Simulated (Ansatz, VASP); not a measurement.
One calculation of Pd, two programs

POSCAR

```
Pd
1.0
   -1.6157182920      1.6157182920      1.6157182920
    1.6157182920     -1.6157182920      1.6157182920
    1.6157182920      1.6157182920     -1.6157182920
Pd
1
Direct
    0.0000000000      0.0000000000      0.0000000000
```

The input INCAR.step1:

```
ALGO = Normal ; EDIFF = 1E-4
ENCUT = 520 ; GGA = PE
ISMEAR = -1 ; LASPH = True
LCHARG = False ; LREAL = False
LWAVE = True ; NBANDS = 11
NELM = 100 ; PREC = Accurate
SIGMA = 0.1
```

INCAR.step2

```
ALGO = Normal ; EDIFF = 1E-7
ENCUT = 520 ; ISIF = 2
ISMEAR = -1 ; ISTART = 1
LASPH = True ; LCHARG = False
LMIXTAU = True ; LREAL = False
LWAVE = False ; METAGGA = R2SCAN
NBANDS = 11 ; NELM = 100
PREC = Accurate ; SIGMA = 0.1
```

KPOINTS

```
k-points
0
Gamma
  16 16 16
```

Input for Ansatz:

```yaml
crystal:
  lattice:
    - [-1.615718292, 1.615718292, 1.615718292]
    - [1.615718292, -1.615718292, 1.615718292]
    - [1.615718292, 1.615718292, -1.615718292]
  atoms:
    - { symbol: Pd, position: [0.0, 0.0, 0.0] }
hamiltonian:
  xc: r2scan
  pseudopotentials:
    kind: paw
    azcp:
      Pd: "pseudopotentials/Pd.paw.azcp"
basis:
  ecutwfc: 500
  fft_grid_basis: typed
kpoints:
  mp_grid: { grid: [16, 16, 16], shift: [0, 0, 0] }
magnetization:
  spin_polarized: false
scf:
  occupations: { method: fermi_dirac, width: 0.1 }
  lower_state_search: "off"
output:
  stress: true
```

Alike in both runs: task single point; functional r2SCAN; k mesh 16 × 16 × 16; occupations fermi-dirac, width 0.1 eV; no spin polarisation.

|  | VASP | Ansatz |
| --- | --- | --- |
| version | VASP 6.6.1 | Ansatz 0.2.0 |
| potentials or method | VASP PAW PBE potentials, release 64 (Pd), cutoff 520 eV | plane waves (500 eV) with PAW, scalar-relativistic |
| valence electrons in the cell | 10 | 18 |

Ansatz gave:

```
pressure (GPa) : -14.8
```

What did VASP give for the same quantities?

Pressure (GPa): -14.5.

VASP's potentials were made for PBE, not for r2SCAN. With one functional, cell and mesh, what is left measures potentials, basis and numerics. VASP's potentials hold 10 valence electrons a cell and Ansatz's 18, so a difference there can come from the potentials and not from the codes.
